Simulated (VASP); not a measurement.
# Cd (P6_3/mmc) in VASP: single point with PBEsol+D3(BJ)

Aim: the single point of Cd with PBEsol+D3(BJ).

All numbers are computed with VASP 6.6.1; they aren't measurements. Logs are shortened: lines on timing, memory, paths and dates and some standing lists are left out, and cuts for length are marked.

## Step 1: The cell of the first run

The structure is hexagonal, space group P6_3/mmc (No. 194). The conventional cell has a = 2.904 Å, b = 2.904 Å, c = 5.477 Å, α = 90.00°, β = 90.00°, γ = 120.00°. Cd (site symmetry -6m2) has 12 Cd at 2.90 to 3.21 Å within 3.8 Å.

## Step 2: Single point, PBEsol+D3(BJ)

Input file INCAR:

```
  PREC = Accurate
  ENCUT = 630
  EDIFF = 1E-6
  ISMEAR = -1
  SIGMA = 0.1
  LREAL = False
  LASPH = True
  NELM = 120
  ALGO = Normal
  ISIF = 2
  LWAVE = False
  LCHARG = False
  GGA = PS
  IVDW = 12
  NBANDS = 27
  GGA_COMPAT = False
```

Input file KPOINTS:

```
Automatic mesh
0
Gamma
  9 9 4
```

Input file POSCAR:

```
Cd
1.0
    2.9044053313      0.0000000000      0.0000000000
   -1.4522026656      2.5152887998      0.0000000000
    0.0000000000      0.0000000000      5.4772221089
Cd
2
Direct
    0.3333333333      0.6666666667      0.2500000000
    0.6666666667      0.3333333333      0.7500000000
```

Potentials or basis: VASP PAW PBE potentials, release 64 (Cd_sv_GW).

Command:

```console
$ cat potpaw_PBE.64/Cd_sv_GW/POTCAR > POTCAR
$ mpirun -np 1 vasp_std > vasp.out
```

OUTCAR:

```text
PREC = Accurate
   ENCUT = 630
   EDIFF = 1E-6
   ISMEAR = -1
   LREAL = False
   LASPH = True
   NELM = 120
   ISIF = 2
   GGA = PS
   IVDW = 12
 IVDW          = 12

 ion  position               nearest neighbor table
   1  0.333  0.667  0.250-
   2  0.667  0.333  0.750-

  LATTYP: Found a hexagonal cell.
 ALAT       =     2.9044053313
 C/A-ratio  =     1.8858325489

  Lattice vectors:

 A1 = (   2.9044053313,   0.0000000000,   0.0000000000)
 A2 = (  -1.4522026656,   2.5152887998,   0.0000000000)
 A3 = (   0.0000000000,   0.0000000000,   5.4772221089)

Analysis of symmetry for initial positions (statically):
=====================================================================
 Subroutine PRICEL returns:
 Original cell was already a primitive cell.

 Routine SETGRP: Setting up the symmetry group for a
 hexagonal supercell.

 Subroutine GETGRP returns: Found 24 space group operations
 (whereof 12 operations were pure point group operations)
 out of a pool of 24 trial point group operations.

The static configuration has the point symmetry D_3d.
 The point group associated with its full space group is D_6h.

Analysis of symmetry for dynamics (positions and initial velocities):
=====================================================================
 Subroutine PRICEL returns:
 Original cell was already a primitive cell.

 Routine SETGRP: Setting up the symmetry group for a
 hexagonal supercell.

 Subroutine GETGRP returns: Found 24 space group operations
 (whereof 12 operations were pure point group operations)
 out of a pool of 24 trial point group operations.

The dynamic configuration has the point symmetry D_3d.
 The point group associated with its full space group is D_6h.

 Subroutine INISYM returns: Found 24 space group operations
 (whereof 12 operations are pure point group operations),
 and found     1 'primitive' translations

----------------------------------------------------------------------------------------

                                     Primitive cell

  volume of cell :      40.0134

  direct lattice vectors                    reciprocal lattice vectors
     2.904405331  0.000000000  0.000000000     0.344304560  0.198784330  0.000000000
    -1.452202666  2.515288800  0.000000000     0.000000000  0.397568661  0.000000000
     0.000000000  0.000000000  5.477222109     0.000000000  0.000000000  0.182574301

  length of vectors
     2.904405331  2.904405331  5.477222109     0.397568661  0.397568661  0.182574301

  position of ions in fractional coordinates (direct lattice)
     0.333333333  0.666666667  0.250000000
     0.666666667  0.333333333  0.750000000

  ion indices of the primitive-cell ions
   primitive index   ion index
                 1           1
                 2           2

----------------------------------------------------------------------------------------

 KPOINTS: Automatic mesh

Automatic generation of k-mesh.
 Grid dimensions read from file:
 generate k-points for:    9    9    4

 Generating k-lattice:

  Cartesian coordinates                     Fractional coordinates (reciprocal lattice)
     0.038256062  0.022087148  0.000000000     0.111111111  0.000000000  0.000000000
     0.000000000  0.044174296  0.000000000     0.000000000  0.111111111  0.000000000
     0.000000000  0.000000000  0.045643575     0.000000000  0.000000000  0.250000000

  Length of vectors
     0.044174296  0.044174296  0.045643575

  Shift w.r.t. Gamma in fractional coordinates (k-lattice)
     0.000000000  0.000000000  0.000000000

 Subroutine IBZKPT returns following result:
 ===========================================

 Found     36 irreducible k-points:

 Following reciprocal coordinates:
            Coordinates               Weight
  0.000000  0.000000  0.000000      1.000000
  0.111111  0.000000  0.000000      6.000000
  0.222222  0.000000  0.000000      6.000000
  0.333333  0.000000  0.000000      6.000000
  0.444444  0.000000  0.000000      6.000000
  0.111111  0.111111  0.000000      6.000000
[... 16 lines left out ...]
  0.333333  0.222222  0.250000     24.000000
  0.333333  0.333333  0.250000      4.000000
 [... further k-points ...]
   k-points           NKPTS =     36   k-points in BZ     NKDIM =     36   number of bands    NBANDS=     27
   number of dos      NEDOS =    301   number of ions     NIONS =      2
   total plane-waves  NPLWV =  27648
   dimension x,y,z NGX =    24 NGY =   24 NGZ =   48
   dimension x,y,z NGXF=    48 NGYF=   48 NGZF=   96
   ions per type =               2
   NGX,Y,Z   is equivalent  to a cutoff of  13.74, 13.74, 14.57 a.u.
   NGXF,Y,Z  is equivalent  to a cutoff of  27.47, 27.47, 29.14 a.u.
 SYSTEM =  unknown system
   PREC   = accura    normal or accurate (medium, high low for compatibility)
   ISTART =      0    job   : 0-new  1-cont  2-samecut
   ICHARG =      2    charge: 1-file 2-atom 10-const
   ISPIN  =      1    spin polarized calculation?
   LNONCOLLINEAR =      F non collinear calculations
   LSORBIT =      F    spin-orbit coupling
   LASPH  =      T    aspherical Exc in radial PAW
   ENCUT  =  630.0 eV  46.30 Ry    6.80 a.u.   5.94  5.94 11.21*2*pi/ulx,y,z
   NELM   =    120;   NELMIN=  2; NELMDL= -5     # of ELM steps
   EDIFF  = 0.1E-05   stopping-criterion for ELM
   LREAL  =      F    real-space projection
   EDIFFG = 0.1E-04   stopping-criterion for IOM
   NSW    =      0    number of steps for IOM
   IBRION =     -1    ionic relax: 0-MD 1-quasi-New 2-CG
   NFREE  =      0    steps in history (QN), initial steepest desc. (CG)
   ISIF   =      2    stress and relaxation
   ISYM   =      2    0-nonsym 1-usesym 2-fastsym
   POTIM  = 0.5000    time-step for ionic-motion
   TEBEG  =    0.0;   TEEND  =   0.0 temperature during run
   PSTRESS=    0.0 pullay stress
   NELECT =      40.0000    total number of electrons
   NUPDOWN=      -1.0000    fix difference up-down
   EMIN   =  10.00;   EMAX   =-10.00  energy-range for DOS
   EFERMI =   0.00;   METHOD = LEGACY
   ISMEAR =    -1;   SIGMA  =   0.10  broadening in eV -4-tet -1-fermi 0-gaus
   EFERMI_NEDOS =   21; number of points for ismear=-14 and -15
   IALGO  =     38    algorithm
   IMIX   =      4    mixing-type and parameters
     AMIX     =   0.40;   BMIX     =  1.00
     AMIX_MAG =   1.60;   BMIX_MAG =  1.00
  volume/ion in A,a.u.               =      20.01       135.01
  Fermi-wavevector in a.u.,A,eV,Ry     =   1.636916  3.093322 36.456722  2.679493
  Thomas-Fermi vector in A             =   2.728143
   LORBIT       =      0    0 simple, 1 ext, 2 COOP (PROOUT), +10 PAW based schemes
   GGA     = PS    functional components
   LHFCALC =     F    Hartree Fock is set to
   AEXX    =    0.0000 exact exchange contribution
   IVDW    =    12    specifies the selected vdW correction
   LEPSILON=     F    determine dielectric tensor
   LRPA    =     F    only Hartree local field effects (RPA)
 non-spin polarized calculation
  energy-cutoff  :      630.00
  volume of cell :       40.01
 maximum number of plane-waves:      1455
 NGX is ok and might be reduce to    24
   NGX = 11   NGY = 11   NGZ = 23

 number of electron      40.0000003 magnetization

 Free energy of the ion-electron system (eV)
  ---------------------------------------------------
  ext. energy  EPLUGINS =         0.00000000
  ---------------------------------------------------
  free energy    TOTEN  =        -2.47073124 eV

  energy without entropy =       -2.43844931  energy(sigma->0) =       -2.45459028

 E-fermi :   7.4287     XC(G=0): -11.9175

 val. band max:        7.3298485966   @ k =   0.3333   0.1111   0.0000
 cond. band min:       7.4289555917   @ k =   0.3333   0.2222   0.2500
 fundamental gap:      0.0991069952
 Fermi energy:         7.4287032732

 k-point     1 :       0.0000    0.0000    0.0000
  band No.  band energies     occupation
      1     -95.9383      2.00000
      2     -95.9365      2.00000
      3     -57.0191      2.00000
      4     -56.9911      2.00000
      5     -56.9718      2.00000
      6     -56.9718      2.00000
[... 19 lines left out ...]
     26      22.6526      0.00000
     27      22.8321      0.00000

 k-point     2 :       0.1111    0.0000    0.0000
  band No.  band energies     occupation
      1     -95.9375      2.00000
      2     -95.9359      2.00000
      3     -57.0174      2.00000
      4     -56.9910      2.00000
      5     -56.9802      2.00000
      6     -56.9774      2.00000
[... 19 lines left out ...]
     26      22.6699      0.00000
     27      23.1976      0.00000

 k-point     3 :       0.2222    0.0000    0.0000
  band No.  band energies     occupation
      1     -95.9356      2.00000
      2     -95.9342      2.00000
      3     -57.0129      2.00000
      4     -57.0017      2.00000
      5     -56.9989      2.00000
      6     -56.9908      2.00000
[... 19 lines left out ...]
     26      20.0874      0.00000
     27      21.0218      0.00000

 k-point     4 :       0.3333    0.0000    0.0000
  band No.  band energies     occupation
      1     -95.9333      2.00000
      2     -95.9323      2.00000
      3     -57.0261      2.00000
      4     -57.0232      2.00000
      5     -57.0071      2.00000
      6     -56.9911      2.00000
[... 19 lines left out ...]
     26      20.7198      0.00000
     27      21.1489      0.00000
[... 516 lines left out ...]
      4     -57.0267      2.00000
      5     -57.0021      2.00000
      6     -56.9980      2.00000
[... 19 lines left out ...]
     26      17.6345      0.00000
     27      19.4343      0.00000

 k-point    23 :       0.3333    0.2222    0.2500
  band No.  band energies     occupation
      1     -95.9310      2.00000
      2     -95.9307      2.00000
      3     -57.0333      2.00000
      4     -57.0315      2.00000
      5     -57.0077      2.00000
      6     -57.0051      2.00000
[... 19 lines left out ...]
     26      15.9698      0.00000
     27      18.5890      0.00000

 k-point    24 :       0.3333    0.3333    0.2500
  band No.  band energies     occupation
      1     -95.9305      2.00000
      2     -95.9305      2.00000
      3     -57.0236      2.00000
      4     -57.0224      2.00000
      5     -57.0224      2.00000
      6     -57.0195      2.00000
[... 19 lines left out ...]
     26      15.4203      0.00000
     27      16.5965      0.00000

 [... further k-points ...]

------------------------ aborting loop because EDIFF is reached ----------------------------------------

 Edisp (eV)   -0.89768

 E8    (eV) :    -0.6011

  FORCE on cell =-STRESS in cart. coord.  units (eV):
  Direction    XX          YY          ZZ          XY          YZ          ZX
  --------------------------------------------------------------------------------------
  -------------------------------------------------------------------------------------
  Total      -0.02816    -0.02816    -0.15661    -0.00000     0.00000     0.00000
  in kB      -1.12764    -1.12764    -6.27075    -0.00000     0.00000     0.00000
  external pressure =       -2.84 kB  Pullay stress =        0.00 kB

 VOLUME and BASIS-vectors are now :
 -----------------------------------------------------------------------------
  energy-cutoff  :      630.00
  volume of cell :       40.01
      direct lattice vectors                 reciprocal lattice vectors
     2.904405331  0.000000000  0.000000000     0.344304560  0.198784330  0.000000000
    -1.452202666  2.515288800  0.000000000     0.000000000  0.397568661  0.000000000
     0.000000000  0.000000000  5.477222109     0.000000000  0.000000000  0.182574301

 POSITION                                       TOTAL-FORCE (eV/Angst)
 -----------------------------------------------------------------------------------
     -0.00000      1.67686      1.36931        -0.000000     -0.000000     -0.000000
      1.45220      0.83843      4.10792         0.000000      0.000000      0.000000
 -----------------------------------------------------------------------------------
    total drift:                               -0.000000      0.000000      0.000000

  FREE ENERGIE OF THE ION-ELECTRON SYSTEM (eV)
  ---------------------------------------------------
  free  energy   TOTEN  =        -3.3684076216 eV

  energy  without entropy=       -3.3361256880  energy(sigma->0) =       -3.35226665
```

Wall time 16 s (1 thread of Intel Xeon 6975P-C (Granite Rapids), shared host); peak memory 0.21 GiB.

Results:

* Free energy: -3.3684 eV
* Pressure: -0.3 GPa
* Band gap on the k mesh: zero (bands 20 and 21 overlap by 4.01 eV)
* Dispersion energy per atom: -0.449 eV

Stress tensor (GPa, compression positive):
```
-0.11  0.00  0.00
 0.00 -0.11  0.00
 0.00  0.00 -0.63
```

Caveat: the PAW data sets were made with another functional, which shifts forces and pressure a little.

The gap in the log of VASP goes by the Fermi energy; the results here count the filled bands.